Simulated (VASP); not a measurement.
Write the native input for VASP 6.6.1 that does the following.

```yaml
Task: single point
Functional: PBEsol
Potentials_or_basis: VASP PAW PBE potentials, release 64 (N, B)
Cutoff: 520 eV
k_mesh: 12 × 12 × 12
Occupations: fermi-dirac, width 0.05 eV
Spin: no spin polarisation
Dipole_correction: no
Further_INCAR_settings: ALGO = Normal; EDIFF = 1e-06; NBANDS = 11
```

The structure of BN lies in POSCAR:

```
BN
1.0
    1.2756598126      0.7365025362      3.4390871668
   -1.2756598126      0.7365025362      3.4390871668
    0.0000000000     -1.4730050723      3.4390871668
N B
1 1
Direct
    0.6672382000      0.6672382000      0.6672382000
    0.0003288000      0.0003288000      0.0003288000
```

This cell differs from its parent crystal: volume scaled by 1.06.

These files were run (other wordings do the same):

INCAR

```
SYSTEM = BN
PREC = Accurate
ENCUT = 520
EDIFF = 1E-6
ISMEAR = -1
SIGMA = 0.05
LREAL = .FALSE.
LASPH = .TRUE.
NELM = 80
ALGO = Normal
ISIF = 2
LWAVE = .FALSE.
LCHARG = .FALSE.
GGA = PS
NBANDS = 11
```

KPOINTS

```
Automatic mesh
0
G
  12 12 12
  0 0 0
```

Potentials or basis: VASP PAW PBE potentials, release 64 (N, B).

The run is started by

```console
$ cat potpaw_PBE.64/N/POTCAR potpaw_PBE.64/B/POTCAR > POTCAR
$ mpirun -np 1 vasp_std > vasp.out
```

It gave:

```yaml
Pressure: -11.7 GPa
Largest_force: 0.007 eV/Å
Band_gap_on_the_k_mesh: 4.11 eV, indirect (least direct gap 4.49 eV)
```

Caveat: the PAW data sets were made with another functional, which shifts forces and pressure a little.

Run time: 80 s on 1 thread of AMD EPYC 7R43 64-Core Processor (Zen 3), with other jobs on the host, peak memory 0.14 GiB.
